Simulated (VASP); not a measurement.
Write the native input for VASP 6.6.1 that does the following.

```yaml
Task: single point
Functional: LDA
Potentials_or_basis: VASP PAW LDA potentials, release 64 (Zr_sv, B)
Cutoff: 520 eV
k_mesh: 18 × 18 × 12
Occupations: gaussian, width 0.15 eV
Spin: no spin polarisation
Dipole_correction: no
Further_INCAR_settings: ALGO = Normal; EDIFF = 1e-07; NBANDS = 16
```

The structure of ZrB2 lies in POSCAR:

```
ZrB2
1.0
    3.0466276701      0.0000000000      0.0000000000
   -1.5233138351      2.6384569581      0.0000000000
    0.0000000000      0.0000000000      3.3932142787
Zr B
1 2
Direct
    0.0000000000      0.0000000000      0.0000000000
    0.3333333333      0.6666666667      0.5000000000
    0.6666666667      0.3333333333      0.5000000000
```

This cell differs from its parent crystal: volume 9.092 Å^3 an atom, c/a of the conventional cell 1.1138.

The input as run:

INCAR

```
ALGO = Normal ; EDIFF = 1E-7
ENCUT = 520 ; ISIF = 2
ISMEAR = 0 ; LASPH = T
LCHARG = F ; LREAL = F
LWAVE = F ; NBANDS = 16
NELM = 60 ; PREC = Accurate
SIGMA = 0.15
```

KPOINTS

```
k-points
0
Gamma
  18 18 12
```

Potentials or basis: VASP PAW LDA potentials, release 64 (Zr_sv, B).

Run with:

```bash
$ cat potpaw_LDA.64/Zr_sv/POTCAR potpaw_LDA.64/B/POTCAR > POTCAR
$ mpirun -np 1 vasp_std > vasp.out
```

Results of the run:

| Property | Result |
| --- | --- |
| Pressure | 26.3 GPa |
| Band gap on the k mesh | zero (band 9 reaches 12.71 eV, above the bottom of band 10 at 11.29 eV) |

It took 47 s on 1 thread of Intel(R) Xeon(R) 6975P-C (Granite Rapids), on a shared host, peak memory 0.21 GiB.
